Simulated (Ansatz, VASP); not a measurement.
**Si4GePt in VASP and in Ansatz**

Contents of INCAR:

```
PREC     = Accurate       # precision mode
ENCUT    = 520            # plane-wave cutoff, eV
EDIFF    = 1E-6           # SCF threshold, eV
ISMEAR   = 0              # smearing method
SIGMA    = 0.1            # smearing width, eV
LREAL    = False          # projectors in reciprocal space
LASPH    = True           # aspherical terms in the spheres
NELM     = 60             # most SCF steps
ALGO     = Normal         # electronic algorithm
ISIF     = 2              # what is computed and relaxed
LWAVE    = False          # write WAVECAR
LCHARG   = False          # write CHGCAR
GGA      = PE             # functional
NBANDS   = 29             # bands
```

Contents of KPOINTS:

```
Automatic mesh
0
Gamma
  6 6 4
```

POSCAR

```
Si4GePt
1.0
    3.6053714500      0.0000000000      0.0000000000
   -1.8026857300      3.1223432700      0.0000000000
    0.0000000000      0.0000000000      7.2931772100
Si Ge Pt
4 1 1
Direct
    0.3333333300      0.6666666700      0.7665540000
    0.3333333300      0.6666666700      0.2334460000
    0.6666666700      0.3333333300      0.7665540000
    0.6666666700      0.3333333300      0.2334460000
    0.0000000000      0.0000000000      0.5000000000
    0.0000000000      0.0000000000      0.0000000000
```

Input for Ansatz:

```yaml
crystal:
  lattice:
    - [3.60537145, 0.0, 0.0]
    - [-1.80268573, 3.12234327, 0.0]
    - [0.0, 0.0, 7.29317721]
  atoms:
    - { symbol: Si, position: [0.33333333, 0.66666667, 0.766554] }
    - { symbol: Si, position: [0.33333333, 0.66666667, 0.233446] }
    - { symbol: Si, position: [0.66666667, 0.33333333, 0.766554] }
    - { symbol: Si, position: [0.66666667, 0.33333333, 0.233446] }
    - { symbol: Ge, position: [0.0, 0.0, 0.5] }
    - { symbol: Pt, position: [0.0, 0.0, 0.0] }
basis:
  ecutwfc: 420
kpoints:
  mp_grid: { grid: [6, 6, 4] }
hamiltonian:
  xc: pbe
scf:
  occupations: { method: gaussian, width: 0.1 }
  lower_state_search: "off"
output:
  forces: true
  stress: true
  eigenvalues: true
```

Change from the starting cell: species swapped into the TaCrB4 type (P6/mmm, No. 191).

Alike in both runs: task single point; functional PBE; k mesh 6 × 6 × 4; occupations gaussian, width 0.1 eV; no spin polarisation.

|  | VASP | Ansatz |
| --- | --- | --- |
| version | VASP 6.6.1 | Ansatz 0.2.0 |
| potentials or method | VASP PAW PBE potentials, release 64 (Si, Ge_d, Pt), cutoff 520 eV | scalar-relativistic, plane waves, PAW |
| valence electrons in the cell | 40 | 48 |

|  | VASP | Ansatz | Ansatz less VASP |
| --- | --- | --- | --- |
| gap on the k mesh at the Fermi level (eV) | none | none | - |
| rms of the force components (eV/Å) | 0.058 | 0.061 | +0.0032 |

Atom by atom the forces differ by 0.003 eV/Å (rms over components). A gap of «none» marks a metal or a gap that the smearing closes. VASP's potentials hold 40 valence electrons a cell and Ansatz's 48, so a difference there can come from the potentials and not from the codes.

Neither program's run includes spin-orbit coupling.
